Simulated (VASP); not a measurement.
# As (Cmce) in VASP: single point with PBE

Aim: the single point of As with PBE.

Everything below comes from runs of VASP 6.6.1. Logs are shortened: lines on timing, memory, paths and dates and some standing lists are left out, and cuts for length are marked.

### 1 The cell of the first run

Symmetry: Cmce, No. 64, orthorhombic system. The conventional cell has a = 3.557 Å, b = 11.285 Å, c = 4.707 Å, α = 90.00°, β = 90.00°, γ = 90.00°. Within 3.1 Å of As (site symmetry m) lie 3 As at 2.33 to 2.37 Å.

### 2 Single point, PBE

INCAR reads:

```
ALGO = Normal
EDIFF = 1E-7
ENCUT = 520
GGA = PE
ISIF = 2
ISMEAR = -1
LASPH = T
LCHARG = F
LREAL = F
LWAVE = F
NBANDS = 18
NELM = 100
PREC = Accurate
SIGMA = 0.0199
```

KPOINTS reads:

```
k-points
0
Gamma
  8 6 8
```

POSCAR reads:

```
As
1.0
   -3.5573190000      0.0000000000      0.0000000000
    0.0000000000     -4.7072690000      0.0000000000
    1.7786600000      0.0000000000      5.6422740000
As
4
Direct
    0.0980000000      0.9100000000      0.1960000000
    0.5980000000      0.5900000000      0.1960000000
    0.9020000000      0.0900000000      0.8040000000
    0.4020000000      0.4100000000      0.8040000000
```

Potentials or basis: VASP PAW PBE potentials, release 64 (As).

Started as:

```
$ cat potpaw_PBE.64/As/POTCAR > POTCAR
$ mpirun -np 1 vasp_std > vasp.out
```

OUTCAR:

```text
EDIFF = 1E-7
   ENCUT = 520
   GGA = PE
   ISIF = 2
   ISMEAR = -1
   LASPH = T
   LREAL = F
   NELM = 100
   PREC = Accurate

 ion  position               nearest neighbor table
   1  0.098  0.910  0.196-   2 2.33   2 2.33   3 2.37
   2  0.598  0.590  0.196-   1 2.33   1 2.33   4 2.37
   3  0.902  0.090  0.804-   4 2.33   4 2.33   1 2.37
   4  0.402  0.410  0.804-   3 2.33   3 2.33   2 2.37

  LATTYP: Found a base centered orthorhombic cell.
 ALAT       =     3.5573190000
 B/A-ratio  =     3.1722058100
 C/A-ratio  =     1.3232631091

  Lattice vectors:

 A1 = (   1.7786590000,   0.0000000000,  -5.6422740000)
 A2 = (   1.7786600000,   0.0000000000,   5.6422740000)
 A3 = (   0.0000000000,  -4.7072690000,   0.0000000000)

Analysis of symmetry for initial positions (statically):
=====================================================================
 Subroutine PRICEL returns:
 Original cell was already a primitive cell.

 Routine SETGRP: Setting up the symmetry group for a
 base centered orthorhombic supercell.

 Subroutine GETGRP returns: Found  8 space group operations
 (whereof  4 operations were pure point group operations)
 out of a pool of  8 trial point group operations.

The static configuration has the point symmetry C_2h.
 The point group associated with its full space group is D_2h.

Analysis of symmetry for dynamics (positions and initial velocities):
=====================================================================
 Subroutine PRICEL returns:
 Original cell was already a primitive cell.

 Routine SETGRP: Setting up the symmetry group for a
 base centered orthorhombic supercell.

 Subroutine GETGRP returns: Found  8 space group operations
 (whereof  4 operations were pure point group operations)
 out of a pool of  8 trial point group operations.

The dynamic configuration has the point symmetry C_2h.
 The point group associated with its full space group is D_2h.

 Subroutine INISYM returns: Found  8 space group operations
 (whereof  4 operations are pure point group operations),
 and found     1 'primitive' translations

----------------------------------------------------------------------------------------

                                     Primitive cell

  volume of cell :      94.4813

  direct lattice vectors                    reciprocal lattice vectors
    -3.557319000  0.000000000  0.000000000    -0.281110578  0.000000000  0.088616778
     0.000000000 -4.707269000  0.000000000     0.000000000 -0.212437403  0.000000000
     1.778660000  0.000000000  5.642274000     0.000000000  0.000000000  0.177233505

  length of vectors
     3.557319000  4.707269000  5.915985741     0.294747503  0.212437403  0.177233505

  position of ions in fractional coordinates (direct lattice)
     0.098000000  0.910000000  0.196000000
     0.598000000  0.590000000  0.196000000
     0.902000000  0.090000000  0.804000000
     0.402000000  0.410000000  0.804000000

  ion indices of the primitive-cell ions
   primitive index   ion index
                 1           1
                 2           2
                 3           3
                 4           4

----------------------------------------------------------------------------------------

 KPOINTS: k-points

Automatic generation of k-mesh.
 Grid dimensions read from file:
 generate k-points for:    8    6    8

 Generating k-lattice:

  Cartesian coordinates                     Fractional coordinates (reciprocal lattice)
    -0.035138822  0.000000000  0.011077097     0.125000000  0.000000000  0.000000000
     0.000000000 -0.035406234  0.000000000     0.000000000  0.166666667  0.000000000
     0.000000000  0.000000000  0.022154188     0.000000000  0.000000000  0.125000000

  Length of vectors
     0.036843438  0.035406234  0.022154188

  Shift w.r.t. Gamma in fractional coordinates (k-lattice)
     0.000000000  0.000000000  0.000000000

 Subroutine IBZKPT returns following result:
 ===========================================

 Found     84 irreducible k-points:

 Following reciprocal coordinates:
            Coordinates               Weight
  0.000000  0.000000  0.000000      1.000000
  0.125000  0.000000  0.000000      4.000000
  0.250000  0.000000  0.000000      4.000000
  0.375000  0.000000  0.000000      4.000000
  0.500000  0.000000  0.000000      2.000000
  0.000000  0.166667  0.000000      2.000000
[... 16 lines left out ...]
  0.250000  0.000000  0.125000      4.000000
  0.375000  0.000000  0.125000      4.000000
 [... further k-points ...]
   k-points           NKPTS =     84   k-points in BZ     NKDIM =     84   number of bands    NBANDS=     18
   number of dos      NEDOS =    301   number of ions     NIONS =      4
   total plane-waves  NPLWV =  48384
   dimension x,y,z NGX =    28 NGY =   36 NGZ =   48
   dimension x,y,z NGXF=    56 NGYF=   72 NGZF=   96
   ions per type =               4
   NGX,Y,Z   is equivalent  to a cutoff of  13.09, 12.71, 13.49 a.u.
   NGXF,Y,Z  is equivalent  to a cutoff of  26.17, 25.43, 26.98 a.u.
 SYSTEM =  unknown system
   PREC   = accura    normal or accurate (medium, high low for compatibility)
   ISTART =      0    job   : 0-new  1-cont  2-samecut
   ICHARG =      2    charge: 1-file 2-atom 10-const
   ISPIN  =      1    spin polarized calculation?
   LNONCOLLINEAR =      F non collinear calculations
   LSORBIT =      F    spin-orbit coupling
   LASPH  =      T    aspherical Exc in radial PAW
   ENCUT  =  520.0 eV  38.22 Ry    6.18 a.u.   6.61  8.75 11.00*2*pi/ulx,y,z
   NELM   =    100;   NELMIN=  2; NELMDL= -5     # of ELM steps
   EDIFF  = 0.1E-06   stopping-criterion for ELM
   LREAL  =      F    real-space projection
   EDIFFG = 0.1E-05   stopping-criterion for IOM
   NSW    =      0    number of steps for IOM
   IBRION =     -1    ionic relax: 0-MD 1-quasi-New 2-CG
   NFREE  =      0    steps in history (QN), initial steepest desc. (CG)
   ISIF   =      2    stress and relaxation
   ISYM   =      2    0-nonsym 1-usesym 2-fastsym
   POTIM  = 0.5000    time-step for ionic-motion
   TEBEG  =    0.0;   TEEND  =   0.0 temperature during run
   PSTRESS=    0.0 pullay stress
   NELECT =      20.0000    total number of electrons
   NUPDOWN=      -1.0000    fix difference up-down
   EMIN   =  10.00;   EMAX   =-10.00  energy-range for DOS
   EFERMI =   0.00;   METHOD = LEGACY
   ISMEAR =    -1;   SIGMA  =   0.02  broadening in eV -4-tet -1-fermi 0-gaus
   EFERMI_NEDOS =   21; number of points for ismear=-14 and -15
   IALGO  =     38    algorithm
   IMIX   =      4    mixing-type and parameters
     AMIX     =   0.40;   BMIX     =  1.00
     AMIX_MAG =   1.60;   BMIX_MAG =  1.00
  volume/ion in A,a.u.               =      23.62       159.40
  Fermi-wavevector in a.u.,A,eV,Ry     =   0.975670  1.843748 12.951813  0.951931
  Thomas-Fermi vector in A             =   2.106228
   LORBIT       =      0    0 simple, 1 ext, 2 COOP (PROOUT), +10 PAW based schemes
   GGA     = PE    functional components
   LHFCALC =     F    Hartree Fock is set to
   AEXX    =    0.0000 exact exchange contribution
   IVDW    =     0    specifies the selected vdW correction
   LEPSILON=     F    determine dielectric tensor
   LRPA    =     F    only Hartree local field effects (RPA)
 non-spin polarized calculation
  energy-cutoff  :      520.00
  volume of cell :       94.48
 maximum number of plane-waves:      2578
 NGX is ok and might be reduce to    28
   NGX = 13   NGY = 17   NGZ = 21

 number of electron      20.0000002 magnetization

 Free energy of the ion-electron system (eV)
  ---------------------------------------------------
  ext. energy  EPLUGINS =         0.00000000
  ---------------------------------------------------
  free energy    TOTEN  =       -17.82429856 eV

  energy without entropy =      -17.82427376  energy(sigma->0) =      -17.82428616

 E-fermi :   4.8666     XC(G=0):  -9.3069

 val. band max:        4.7938561554   @ k =   0.0000   0.0000   0.5000
 cond. band min:       4.9397508653   @ k =   0.0000   0.0000   0.5000
 fundamental gap:      0.1458947099
 Fermi energy:         4.8666112086

 k-point     1 :       0.0000    0.0000    0.0000
  band No.  band energies     occupation
      1     -11.2098      2.00000
      2      -8.6424      2.00000
      3      -5.5237      2.00000
      4      -1.6857      2.00000
      5      -1.2296      2.00000
      6       0.3013      2.00000
[... 10 lines left out ...]
     17      11.9112      0.00000
     18      12.7049      0.00000

 k-point     2 :       0.1250    0.0000    0.0000
  band No.  band energies     occupation
      1     -11.0374      2.00000
      2      -8.4749      2.00000
      3      -5.6862      2.00000
      4      -1.6913      2.00000
      5      -1.5222      2.00000
      6      -0.1243      2.00000
[... 10 lines left out ...]
     17      10.9407      0.00000
     18      12.1672      0.00000

 k-point     3 :       0.2500    0.0000    0.0000
  band No.  band energies     occupation
      1     -10.5261      2.00000
      2      -7.9732      2.00000
      3      -6.3007      2.00000
      4      -2.9971      2.00000
      5      -1.0653      2.00000
      6      -0.8842      2.00000
[... 10 lines left out ...]
     17      10.1171      0.00000
     18      11.8060      0.00000

 k-point     4 :       0.3750    0.0000    0.0000
  band No.  band energies     occupation
      1      -9.6984      2.00000
      2      -7.3837      2.00000
      3      -7.1409      2.00000
      4      -4.5658      2.00000
      5      -0.8934      2.00000
      6      -0.5061      2.00000
[... 375 lines left out ...]
      4      -1.7483      2.00000
      5      -1.3781      2.00000
      6      -0.1436      2.00000
[... 10 lines left out ...]
     17      10.8927      0.00000
     18      11.0485      0.00000

 k-point    23 :       0.2500    0.0000    0.1250
  band No.  band energies     occupation
      1     -10.4830      2.00000
      2      -8.0774      2.00000
      3      -6.3058      2.00000
      4      -2.9571      2.00000
      5      -0.8922      2.00000
      6      -0.8703      2.00000
[... 10 lines left out ...]
     17      10.1512      0.00000
     18      10.9788      0.00000

 k-point    24 :       0.3750    0.0000    0.1250
  band No.  band energies     occupation
      1      -9.6528      2.00000
      2      -7.4119      2.00000
      3      -7.2523      2.00000
      4      -4.4732      2.00000
      5      -0.9003      2.00000
      6      -0.3320      2.00000
[... 10 lines left out ...]
     17      11.5496      0.00000
     18      11.5564      0.00000

 [... further k-points ...]

------------------------ aborting loop because EDIFF is reached ----------------------------------------

  FORCE on cell =-STRESS in cart. coord.  units (eV):
  Direction    XX          YY          ZZ          XY          YZ          ZX
  --------------------------------------------------------------------------------------
  -------------------------------------------------------------------------------------
  Total        7.8645355      8.4736463      6.4302989      0.0000000     -0.0000000      0.0000006
  in kB      133.3637066    143.6927679    109.0424860      0.0000000     -0.0000000      0.0000097
  external PRESSURE =     128.6996535 kB  Pullay stress =       0.0000000 kB

 VOLUME and BASIS-vectors are now :
 -----------------------------------------------------------------------------
  energy-cutoff  :      520.00
  volume of cell :       94.48
      direct lattice vectors                 reciprocal lattice vectors
    -3.557319000  0.000000000  0.000000000    -0.281110578  0.000000000  0.088616778
     0.000000000 -4.707269000  0.000000000     0.000000000 -0.212437403  0.000000000
     1.778660000  0.000000000  5.642274000     0.000000000  0.000000000  0.177233505

 POSITION                                       TOTAL-FORCE (eV/Angst)
 -----------------------------------------------------------------------------------
      0.00000     -4.28361      1.10589         0.000000     -2.033615      1.409556
     -1.77866     -2.77729      1.10589         0.000000      2.033615      1.409556
     -1.77866     -0.42365      4.53639        -0.000000      2.033615     -1.409556
      0.00000     -1.92998      4.53639        -0.000000     -2.033615     -1.409556
 -----------------------------------------------------------------------------------
    total drift:                               -0.000000     -0.000000      0.000000

  FREE ENERGIE OF THE ION-ELECTRON SYSTEM (eV)
  ---------------------------------------------------
  free  energy   TOTEN  =       -17.8242985613 eV

  energy  without entropy=      -17.8242737598  energy(sigma->0) =      -17.82428616
```

Run time: 73 s. Hardware: 1 thread of Intel Xeon Platinum 8488C (Sapphire Rapids), shared host; peak memory 0.27 GiB.

What came out:

```
Free energy            : -17.8243 eV
Pressure               : 12.9 GPa
Largest force          : 2.474 eV/Å
Band gap on the k mesh : 0.15 eV, direct
```

Forces in eV/Å, atoms in the order of the input:
```
As   0.000 -2.034  1.410
As   0.000  2.034  1.410
As   0.000  2.034 -1.410
As   0.000 -2.034 -1.410
```

Stress tensor (GPa, compression positive):
```
13.34  0.00  0.00
 0.00 14.37  0.00
 0.00  0.00 10.90
```

Levels at points of the mesh, in eV from the valence-band top:
```csv
k point,band 7,band 8,band 9,band 10,band 11,band 12,band 13,band 14
"(0.00, 0.00, 0.00)",-4.22,-2.67,-2.47,-1.06,0.67,0.79,1.37,2.80
"(0.50, 0.00, 0.00)",-3.34,-3.34,-2.71,-2.71,0.66,0.66,1.67,1.67
"(0.00, 0.50, 0.00)",-3.37,-3.37,-1.60,-1.60,0.64,0.64,2.79,2.79
"(0.50, 0.50, 0.00)",-5.38,-5.38,-1.87,-1.87,1.65,1.65,3.84,3.84
"(0.00, 0.00, 0.50)",-4.35,-2.46,-1.39,0.00,0.15,0.59,1.35,2.64
"(0.00, 0.50, 0.50)",-2.68,-2.68,-2.05,-2.05,0.95,0.95,2.32,2.32
```

Caveat: this functional lacks dispersion, which binds the layers, so the pressure and a relaxed spacing across them are unreliable; forces of over 1 eV/Å act on the atoms, so gaps and moduli don't describe the material at rest. A k mesh can miss the band edges.
